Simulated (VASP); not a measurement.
Here is a VASP 6.6.1 calculation.

Contents of INCAR:

```
SYSTEM = LiSi16
PREC = Accurate
ENCUT = 520
EDIFF = 1E-6
ISMEAR = 0
SIGMA = 0.02
LREAL = Auto
LASPH = .TRUE.
NELM = 80
ALGO = Normal
ISIF = 2
LWAVE = .FALSE.
LCHARG = .FALSE.
GGA = CA
IBRION = 2
NSW = 80
EDIFFG = -0.03
NELECT = 66.0
```

Contents of KPOINTS:

```
Automatic mesh
0
G
  2 2 2
  0 0 0
```

File POSCAR:

```
LiSi16
1.0
    0.0000000000      5.4300000000      5.4300000000
    5.4300000000      0.0000000000      5.4300000000
    5.4300000000      5.4300000000      0.0000000000
Si Li
16 1
Direct
    0.0000000000      0.0000000000      0.0000000000
    0.1250000000      0.1250000000      0.1250000000
    0.0000000000      0.0000000000      0.5000000000
    0.1250000000      0.1250000000      0.6250000000
    0.0000000000      0.5000000000      0.0000000000
    0.1250000000      0.6250000000      0.1250000000
    0.0000000000      0.5000000000      0.5000000000
    0.1250000000      0.6250000000      0.6250000000
    0.5000000000      0.0000000000      0.0000000000
    0.6250000000      0.1250000000      0.1250000000
    0.5000000000      0.0000000000      0.5000000000
    0.6250000000      0.1250000000      0.6250000000
    0.5000000000      0.5000000000      0.0000000000
    0.6250000000      0.6250000000      0.1250000000
    0.5000000000      0.5000000000      0.5000000000
    0.6250000000      0.6250000000      0.6250000000
    0.8124061000      0.3045116000      0.8167957000
```

Potentials or basis: VASP PAW LDA potentials, release 64 (Si, Li_sv).

The run is started by

```console
$ cat potpaw_LDA.64/Si/POTCAR potpaw_LDA.64/Li_sv/POTCAR > POTCAR
$ mpirun -np 1 vasp_std > vasp.out
```

Q: Estimate the energy gained by relaxing.

A: 55.1 meV/atom.

The path:
| step | energy change (eV) | largest force (eV/Å) | pressure (GPa) |
| --- | --- | --- | --- |
| 1 | 0.0000 | 1.4547 | -3.31 |
| 3 | -0.2859 | 0.5109 | -3.32 |
| 5 | -0.3052 | 0.2638 | -3.35 |
| 7 | -0.3313 | 0.3107 | -3.45 |
| 9 | -0.3549 | 0.2206 | -3.52 |
| 11 | -0.3734 | 0.3152 | -3.70 |
| 13 | -0.3882 | 0.3134 | -3.87 |
| 15 | -0.4176 | 0.5135 | -4.14 |
| 17 | -0.4230 | 0.5859 | -4.28 |
| 19 | -0.4542 | 0.6508 | -4.47 |
| 21 | -0.5107 | 0.5815 | -4.81 |
| 23 | -0.5694 | 0.5105 | -4.97 |
| 25 | -0.6559 | 0.5350 | -4.81 |
| 27 | -0.7782 | 0.7127 | -4.48 |
| 29 | -0.8878 | 0.3449 | -4.28 |
| 31 | -0.9123 | 0.3023 | -4.24 |
| 33 | -0.9246 | 0.1754 | -4.24 |
| 35 | -0.9333 | 0.1045 | -4.23 |
| 37 | -0.9350 | 0.0515 | -4.23 |
| 39 | -0.9363 | 0.0413 | -4.22 |
| 41 | -0.9371 | 0.0332 | -4.22 |
| 43 | -0.9373 | 0.0237 | -4.22 |

Caveat: the k points lie up to 0.50 Å⁻¹ apart; the cell carries a net charge on a neutralising background, which shifts energy and pressure; the cell is charged against a uniform background, so pressure and absolute levels hang on convention; the cutoff is under 1.25 times the usual one of these potentials, so pressure, stress and relaxed cells hold a basis-set (Pulay) error.
